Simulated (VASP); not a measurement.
# BiTe (Immm) in VASP: a series of runs

BiTe is run at these levels: PBEsol; tasks: single point.

All numbers are computed with VASP 6.6.1; they aren't measurements. Logs are shortened: lines on timing, memory, paths and dates and some standing lists are left out, and cuts for length are marked.

### 1 The cell of the first run

It takes space group Immm (No. 71, orthorhombic). Conventional cell: a = 4.535 Å, b = 4.615 Å, c = 6.470 Å, α = 90.00°, β = 90.00°, γ = 90.00°. Bi (site symmetry mmm) has 6 Te at 3.23 to 3.24 Å within 4.3 Å. Te (site symmetry mmm) has 6 Bi at 3.23 to 3.24 Å within 4.3 Å.

### 2 Single point, PBEsol (strain +0.0175 x Voigt [0, 0, 0, 1, 0, 0])

Contents of INCAR:

```
SYSTEM = BiTe
PREC = Accurate ; ENCUT = 500
EDIFF = 1E-6 ; ISMEAR = 0
SIGMA = 0.15 ; LREAL = .FALSE.
LASPH = .TRUE. ; NELM = 120
ALGO = Normal ; ISIF = 2
LWAVE = .FALSE. ; LCHARG = .FALSE.
GGA = PS ; NBANDS = 18
GGA_COMPAT = .FALSE.
```

Contents of KPOINTS:

```
Automatic mesh
0
G
  14 14 14
  0 0 0
```

Contents of POSCAR:

```
BiTe
1.0
    0.0000000000      3.2633062500      3.2633062500
    3.2350000000      0.0283062500      3.2350000000
    3.2350000000      3.2350000000      0.0283062500
Bi Te
1 1
Direct
    0.0000000000      0.0000000000      0.0000000000
    0.5000000000      0.5000000000      0.5000000000
```

Potentials or basis: VASP PAW PBE potentials, release 64 (Bi_d, Te).

Run with:

```
$ cat potpaw_PBE.64/Bi_d/POTCAR potpaw_PBE.64/Te/POTCAR > POTCAR
$ mpirun -np 1 vasp_std > vasp.out
```

OUTCAR:

```text
SYSTEM = BiTe
   PREC = Accurate
   ENCUT = 500
   EDIFF = 1E-6
   ISMEAR = 0
   LREAL = .FALSE.
   LASPH = .TRUE.
   NELM = 120
   ISIF = 2
   GGA = PS

 ion  position               nearest neighbor table
   1  0.000  0.000  0.000-   2 3.23   2 3.23   2 3.24   2 3.24   2 3.24   2 3.24
   2  0.500  0.500  0.500-   1 3.23   1 3.23   1 3.24   1 3.24   1 3.24   1 3.24

  LATTYP: Found a body centered orthorhombic cell.
 ALAT       =     4.5349497916
 B/A-ratio  =     1.0176544767
 C/A-ratio  =     1.4266971625

  Lattice vectors:

 A1 = (  -3.2350000000,   3.2350000000,   0.0283062500)
 A2 = (  -3.2350000000,  -3.2350000000,  -0.0283062500)
 A3 = (   3.2350000000,   0.0283062500,   3.2350000000)

Analysis of symmetry for initial positions (statically):
=====================================================================
 Subroutine PRICEL returns:
 Original cell was already a primitive cell.

 Routine SETGRP: Setting up the symmetry group for a
 body centered orthorhombic supercell.

 Subroutine GETGRP returns: Found  8 space group operations
 (whereof  8 operations were pure point group operations)
 out of a pool of  8 trial point group operations.

The static configuration has the point symmetry D_2h.

Analysis of symmetry for dynamics (positions and initial velocities):
=====================================================================
 Subroutine PRICEL returns:
 Original cell was already a primitive cell.

 Routine SETGRP: Setting up the symmetry group for a
 body centered orthorhombic supercell.

 Subroutine GETGRP returns: Found  8 space group operations
 (whereof  8 operations were pure point group operations)
 out of a pool of  8 trial point group operations.

The dynamic configuration has the point symmetry D_2h.

 Subroutine INISYM returns: Found  8 space group operations
 (whereof  8 operations are pure point group operations),
 and found     1 'primitive' translations

----------------------------------------------------------------------------------------

                                     Primitive cell

  volume of cell :      67.7048

  direct lattice vectors                    reciprocal lattice vectors
     0.000000000  3.263306250  3.263306250    -0.154559505  0.153218841  0.153218841
     3.235000000  0.028306250  3.235000000     0.154559505 -0.155923839  0.155923839
     3.235000000  3.235000000  0.028306250     0.154559505  0.155923839 -0.155923839

  length of vectors
     4.615011957  4.575068441  4.575068441     0.266159101  0.269282617  0.269282617

  position of ions in fractional coordinates (direct lattice)
     0.000000000  0.000000000  0.000000000
     0.500000000  0.500000000  0.500000000

  ion indices of the primitive-cell ions
   primitive index   ion index
                 1           1
                 2           2

----------------------------------------------------------------------------------------

 KPOINTS: Automatic mesh

Automatic generation of k-mesh.
 Grid dimensions read from file:
 generate k-points for:   14   14   14

 Generating k-lattice:

  Cartesian coordinates                     Fractional coordinates (reciprocal lattice)
    -0.011039965  0.010944203  0.010944203     0.071428571  0.000000000 -0.000000000
     0.011039965 -0.011137417  0.011137417     0.000000000  0.071428571  0.000000000
     0.011039965  0.011137417 -0.011137417     0.000000000  0.000000000  0.071428571

  Length of vectors
     0.019011364  0.019234473  0.019234473

  Shift w.r.t. Gamma in fractional coordinates (k-lattice)
     0.000000000  0.000000000  0.000000000

 Subroutine IBZKPT returns following result:
 ===========================================

 Found    428 irreducible k-points:

 Following reciprocal coordinates:
            Coordinates               Weight
  0.000000  0.000000  0.000000      1.000000
  0.071429  0.000000  0.000000      4.000000
  0.142857 -0.000000 -0.000000      4.000000
  0.214286  0.000000  0.000000      4.000000
  0.285714  0.000000  0.000000      4.000000
  0.357143  0.000000 -0.000000      4.000000
[... 16 lines left out ...]
  0.000000  0.142857 -0.000000      4.000000
  0.071429  0.142857  0.000000      8.000000
 [... further k-points ...]
   k-points           NKPTS =    428   k-points in BZ     NKDIM =    428   number of bands    NBANDS=     18
   number of dos      NEDOS =    301   number of ions     NIONS =      2
   total plane-waves  NPLWV =  46656
   dimension x,y,z NGX =    36 NGY =   36 NGZ =   36
   dimension x,y,z NGXF=    72 NGYF=   72 NGZF=   72
   ions per type =               1   1
   NGX,Y,Z   is equivalent  to a cutoff of  12.97, 13.08, 13.08 a.u.
   NGXF,Y,Z  is equivalent  to a cutoff of  25.94, 26.16, 26.16 a.u.
 SYSTEM =  BiTe
   PREC   = accura    normal or accurate (medium, high low for compatibility)
   ISTART =      0    job   : 0-new  1-cont  2-samecut
   ICHARG =      2    charge: 1-file 2-atom 10-const
   ISPIN  =      1    spin polarized calculation?
   LNONCOLLINEAR =      F non collinear calculations
   LSORBIT =      F    spin-orbit coupling
   LASPH  =      T    aspherical Exc in radial PAW
   ENCUT  =  500.0 eV  36.75 Ry    6.06 a.u.   8.41  8.34  8.34*2*pi/ulx,y,z
   NELM   =    120;   NELMIN=  2; NELMDL= -5     # of ELM steps
   EDIFF  = 0.1E-05   stopping-criterion for ELM
   LREAL  =      F    real-space projection
   EDIFFG = 0.1E-04   stopping-criterion for IOM
   NSW    =      0    number of steps for IOM
   IBRION =     -1    ionic relax: 0-MD 1-quasi-New 2-CG
   NFREE  =      0    steps in history (QN), initial steepest desc. (CG)
   ISIF   =      2    stress and relaxation
   ISYM   =      2    0-nonsym 1-usesym 2-fastsym
   POTIM  = 0.5000    time-step for ionic-motion
   TEBEG  =    0.0;   TEEND  =   0.0 temperature during run
   PSTRESS=    0.0 pullay stress
   NELECT =      21.0000    total number of electrons
   NUPDOWN=      -1.0000    fix difference up-down
   EMIN   =  10.00;   EMAX   =-10.00  energy-range for DOS
   EFERMI =   0.00;   METHOD = LEGACY
   ISMEAR =     0;   SIGMA  =   0.15  broadening in eV -4-tet -1-fermi 0-gaus
   EFERMI_NEDOS =   21; number of points for ismear=-14 and -15
   IALGO  =     38    algorithm
   IMIX   =      4    mixing-type and parameters
     AMIX     =   0.40;   BMIX     =  1.00
     AMIX_MAG =   1.60;   BMIX_MAG =  1.00
  volume/ion in A,a.u.               =      33.85       228.45
  Fermi-wavevector in a.u.,A,eV,Ry     =   1.108174  2.094146 16.708638  1.228050
  Thomas-Fermi vector in A             =   2.244698
   LORBIT       =      0    0 simple, 1 ext, 2 COOP (PROOUT), +10 PAW based schemes
   GGA     = PS    functional components
   LHFCALC =     F    Hartree Fock is set to
   AEXX    =    0.0000 exact exchange contribution
   IVDW    =     0    specifies the selected vdW correction
   LEPSILON=     F    determine dielectric tensor
   LRPA    =     F    only Hartree local field effects (RPA)
 non-spin polarized calculation
 Gauss-broadening in eV      SIGMA  =   0.15
  energy-cutoff  :      500.00
  volume of cell :       67.70
 maximum number of plane-waves:      1749
 NGX is ok and might be reduce to    36
   NGX = 17   NGY = 17   NGZ = 17

 number of electron      21.0000001 magnetization

 Free energy of the ion-electron system (eV)
  ---------------------------------------------------
  ext. energy  EPLUGINS =         0.00000000
  ---------------------------------------------------
  free energy    TOTEN  =        -7.98223254 eV

  energy without entropy =       -7.96605584  energy(sigma->0) =       -7.97414419

 E-fermi :   6.4911     XC(G=0):  -9.5940

 val. band max:        6.4828125659   @ k =  -0.0714  -0.3571   0.0714
 cond. band min:       6.4921235121   @ k =  -0.4286   0.1429  -0.0000
 fundamental gap:      0.0093109462
 Fermi energy:         6.4910601548

 k-point     1 :       0.0000    0.0000    0.0000
  band No.  band energies     occupation
      1     -16.5711      2.00000
      2     -16.5710      2.00000
      3     -16.5675      2.00000
      4     -16.5665      2.00000
      5     -16.5655      2.00000
      6      -7.0440      2.00000
[... 10 lines left out ...]
     17      12.4829      0.00000
     18      12.9289      0.00000

 k-point     2 :       0.0714    0.0000    0.0000
  band No.  band energies     occupation
      1     -16.5712      2.00000
      2     -16.5711      2.00000
      3     -16.5673      2.00000
      4     -16.5663      2.00000
      5     -16.5653      2.00000
      6      -6.9987      2.00000
[... 10 lines left out ...]
     17      12.8099      0.00000
     18      13.2894      0.00000

 k-point     3 :       0.1429   -0.0000   -0.0000
  band No.  band energies     occupation
      1     -16.5717      2.00000
      2     -16.5716      2.00000
      3     -16.5668      2.00000
      4     -16.5657      2.00000
      5     -16.5645      2.00000
      6      -6.8633      2.00000
[... 10 lines left out ...]
     17      13.6159      0.00000
     18      14.1083      0.00000

 k-point     4 :       0.2143    0.0000    0.0000
  band No.  band energies     occupation
      1     -16.5726      2.00000
      2     -16.5724      2.00000
      3     -16.5663      2.00000
      4     -16.5646      2.00000
      5     -16.5631      2.00000
      6      -6.6398      2.00000
[... 375 lines left out ...]
      4     -16.5661      2.00000
      5     -16.5648      2.00000
      6      -6.9225      2.00000
[... 10 lines left out ...]
     17      12.9541      0.00000
     18      13.8293      0.00000

 k-point    23 :       0.0000    0.1429   -0.0000
  band No.  band energies     occupation
      1     -16.5719      2.00000
      2     -16.5718      2.00000
      3     -16.5663      2.00000
      4     -16.5656      2.00000
      5     -16.5647      2.00000
      6      -6.8602      2.00000
[... 10 lines left out ...]
     17      13.6486      0.00000
     18      14.1405      0.00000

 k-point    24 :       0.0714    0.1429    0.0000
  band No.  band energies     occupation
      1     -16.5724      2.00000
      2     -16.5710      2.00000
      3     -16.5670      2.00000
      4     -16.5652      2.00000
      5     -16.5648      2.00000
      6      -6.8764      2.00000
[... 10 lines left out ...]
     17      13.1196      0.00000
     18      13.5368      0.00000

 [... further k-points ...]

------------------------ aborting loop because EDIFF is reached ----------------------------------------

  FORCE on cell =-STRESS in cart. coord.  units (eV):
  Direction    XX          YY          ZZ          XY          YZ          ZX
  --------------------------------------------------------------------------------------
  -------------------------------------------------------------------------------------
  Total       -0.7337796     -0.7290495     -0.7290495     -0.0000000     -0.0042993      0.0000000
  in kB      -17.3642732    -17.2523408    -17.2523408     -0.0000000     -0.1017382      0.0000000
  external PRESSURE =     -17.2896516 kB  Pullay stress =       0.0000000 kB

 VOLUME and BASIS-vectors are now :
 -----------------------------------------------------------------------------
  energy-cutoff  :      500.00
  volume of cell :       67.70
      direct lattice vectors                 reciprocal lattice vectors
     0.000000000  3.263306250  3.263306250    -0.154559505  0.153218841  0.153218841
     3.235000000  0.028306250  3.235000000     0.154559505 -0.155923839  0.155923839
     3.235000000  3.235000000  0.028306250     0.154559505  0.155923839 -0.155923839

 POSITION                                       TOTAL-FORCE (eV/Angst)
 -----------------------------------------------------------------------------------
      0.00000      0.00000      0.00000         0.000000      0.000000      0.000000
      3.23500      3.26331      3.26331        -0.000000      0.000000     -0.000000
 -----------------------------------------------------------------------------------
    total drift:                               -0.000000      0.000000      0.000000

  FREE ENERGIE OF THE ION-ELECTRON SYSTEM (eV)
  ---------------------------------------------------
  free  energy   TOTEN  =        -7.9822325450 eV

  energy  without entropy=       -7.9660558445  energy(sigma->0) =       -7.97414419
```

Run time: 11 min. Hardware: 1 thread of Oxide Virtual Turin-like, shared host; peak memory 0.56 GiB.

What came out:

- Free energy: -7.9822 eV
- Pressure: -1.7 GPa
- Band gap on the k mesh: zero (an odd number of electrons rules out a gap without spin polarisation)

Levels at points of the mesh, in eV from the Fermi level:
```csv
k point,band 6,band 7,band 8,band 9,band 10,band 11,band 12,band 13,band 14,band 15
"(0.00, 0.00, 0.00)",-13.54,-8.14,-2.61,-2.53,-2.45,2.12,2.15,2.18,4.53,4.64
"(0.50, 0.00, 0.00)",-11.59,-11.28,-1.90,-1.85,-1.57,-0.83,-0.61,-0.57,7.20,7.64
"(0.00, 0.50, 0.00)",-11.56,-11.25,-1.95,-1.91,-1.64,-0.91,-0.69,-0.64,7.26,7.72
"(0.50, 0.50, 0.00)",-11.77,-9.96,-5.67,-4.01,-4.01,2.17,3.58,3.59,4.95,8.69
"(0.00, 0.50, 0.50)",-11.77,-9.96,-5.67,-4.10,-3.93,2.17,3.56,3.63,4.95,8.70
```

Caveat: the cell differs from its parent crystal (strain +0.0175 x Voigt [0, 0, 0, 1, 0, 0]); the PAW data sets were made with another functional, which shifts forces and pressure a little; spin-orbit coupling is left out, which moves the levels of the heavy elements; an odd number of electrons without spin polarisation forces a metal; a magnetic or distorted state may lie lower.

### 3 Single point, PBEsol (strain +0.0125 x Voigt [0, 0, 0, 1, 0, 0])

Contents of INCAR:

```
  PREC = Accurate
  ENCUT = 500
  EDIFF = 1E-6
  ISMEAR = 0
  SIGMA = 0.15
  LREAL = F
  LASPH = T
  NELM = 120
  ALGO = Normal
  ISIF = 2
  LWAVE = F
  LCHARG = F
  GGA = PS
  NBANDS = 18
  GGA_COMPAT = F
```

Contents of KPOINTS:

```
Automatic mesh
0
Gamma
  14 14 14
```

Contents of POSCAR:

```
BiTe
1.0
    0.0000000000      3.2552187500      3.2552187500
    3.2350000000      0.0202187500      3.2350000000
    3.2350000000      3.2350000000      0.0202187500
Bi Te
1 1
Direct
    0.0000000000      0.0000000000      0.0000000000
    0.5000000000      0.5000000000      0.5000000000
```

Potentials or basis: VASP PAW PBE potentials, release 64 (Bi_d, Te).

Run with:

```
$ cat potpaw_PBE.64/Bi_d/POTCAR potpaw_PBE.64/Te/POTCAR > POTCAR
$ mpirun -np 1 vasp_std > vasp.out
```

OUTCAR:

```text
PREC = Accurate
   ENCUT = 500
   EDIFF = 1E-6
   ISMEAR = 0
   LREAL = F
   LASPH = T
   NELM = 120
   ISIF = 2
   GGA = PS

 ion  position               nearest neighbor table
   1  0.000  0.000  0.000-   2 3.23   2 3.23   2 3.24   2 3.24   2 3.24   2 3.24
   2  0.500  0.500  0.500-   1 3.23   1 3.23   1 3.24   1 3.24   1 3.24   1 3.24

  LATTYP: Found a body centered orthorhombic cell.
 ALAT       =     4.5463872438
 B/A-ratio  =     1.0125786164
 C/A-ratio  =     1.4231079873

  Lattice vectors:

 A1 = (  -3.2350000000,   3.2350000000,   0.0202187500)
 A2 = (  -3.2350000000,  -3.2350000000,  -0.0202187500)
 A3 = (   3.2350000000,   0.0202187500,   3.2350000000)

Analysis of symmetry for initial positions (statically):
=====================================================================
 Subroutine PRICEL returns:
 Original cell was already a primitive cell.

 Routine SETGRP: Setting up the symmetry group for a
 body centered orthorhombic supercell.

 Subroutine GETGRP returns: Found  8 space group operations
 (whereof  8 operations were pure point group operations)
[... 162 lines left out ...]

  energy without entropy =       -7.96602392  energy(sigma->0) =       -7.97412389

 E-fermi :   6.4911     XC(G=0):  -9.5937

 val. band max:        6.4844053142   @ k =  -0.3571   0.4286   0.2143
 cond. band min:       6.4934094023   @ k =   0.0000  -0.4286   0.1429
 fundamental gap:      0.0090040880
 Fermi energy:         6.4910729099

 k-point     1 :       0.0000    0.0000    0.0000
  band No.  band energies     occupation
      1     -16.5712      2.00000
      2     -16.5712      2.00000
      3     -16.5673      2.00000
      4     -16.5666      2.00000
      5     -16.5659      2.00000
      6      -7.0444      2.00000
[... 481 lines left out ...]
      5     -16.5651      2.00000
      6      -6.8771      2.00000
[... 10 lines left out ...]
     17      13.1149      0.00000
     18      13.5325      0.00000

 [... further k-points ...]

------------------------ aborting loop because EDIFF is reached ----------------------------------------

  FORCE on cell =-STRESS in cart. coord.  units (eV):
  Direction    XX          YY          ZZ          XY          YZ          ZX
  --------------------------------------------------------------------------------------
  -------------------------------------------------------------------------------------
  Total       -0.7314795     -0.7289498     -0.7289498     -0.0000000     -0.0030574      0.0000000
  in kB      -17.3091954    -17.2493336    -17.2493336     -0.0000000     -0.0723492      0.0000000
  external PRESSURE =     -17.2692875 kB  Pullay stress =       0.0000000 kB

 VOLUME and BASIS-vectors are now :
 -----------------------------------------------------------------------------
  energy-cutoff  :      500.00
  volume of cell :       67.71
      direct lattice vectors                 reciprocal lattice vectors
     0.000000000  3.255218750  3.255218750    -0.154559505  0.153599508  0.153599508
     3.235000000  0.020218750  3.235000000     0.154559505 -0.155531578  0.155531578
     3.235000000  3.235000000  0.020218750     0.154559505  0.155531578 -0.155531578

 POSITION                                       TOTAL-FORCE (eV/Angst)
 -----------------------------------------------------------------------------------
      0.00000      0.00000      0.00000         0.000000      0.000000     -0.000000
      3.23500      3.25522      3.25522         0.000000     -0.000000      0.000000
 -----------------------------------------------------------------------------------
    total drift:                               -0.000000      0.000000      0.000000

  FREE ENERGIE OF THE ION-ELECTRON SYSTEM (eV)
  ---------------------------------------------------
  free  energy   TOTEN  =        -7.9822238582 eV

  energy  without entropy=       -7.9660239155  energy(sigma->0) =       -7.97412389
```

stdout:

```text
POSCAR found type information on POSCAR BiTe
 POSCAR found :  2 types and       2 ions
 scaLAPACK will be used
 -----------------------------------------------------------------------------
|                                                                             |
|                                                                             |
|     You enforced a specific xc type in the INCAR file but a different       |
|     I HOPE YOU KNOW WHAT YOU ARE DOING!                                     |
|                                                                             |
 -----------------------------------------------------------------------------

 LDA part: xc-table for (Slater+PW92), standard interpolation
 POSCAR, INCAR and KPOINTS ok, starting setup
 FFT: planning ... GRIDC
 FFT: planning ... GRID_SOFT
 FFT: planning ... GRID
 WAVECAR not read
 entering main loop
```

Wall time 8.3 min (1 thread of Oxide Virtual Turin-like, shared host); peak memory 0.56 GiB.

What came out:

| Property | Result |
| --- | --- |
| Free energy | -7.9822 eV |
| Pressure | -1.7 GPa |
| Band gap on the k mesh | zero (an odd number of electrons rules out a gap without spin polarisation) |

Caveat: the cell differs from its parent crystal (strain +0.0125 x Voigt [0, 0, 0, 1, 0, 0]); the PAW data sets were made with another functional, which shifts forces and pressure a little; spin-orbit coupling is left out, which moves the levels of the heavy elements; an odd number of electrons without spin polarisation forces a metal; a magnetic or distorted state may lie lower.

(Continued in part 2 of 2.)
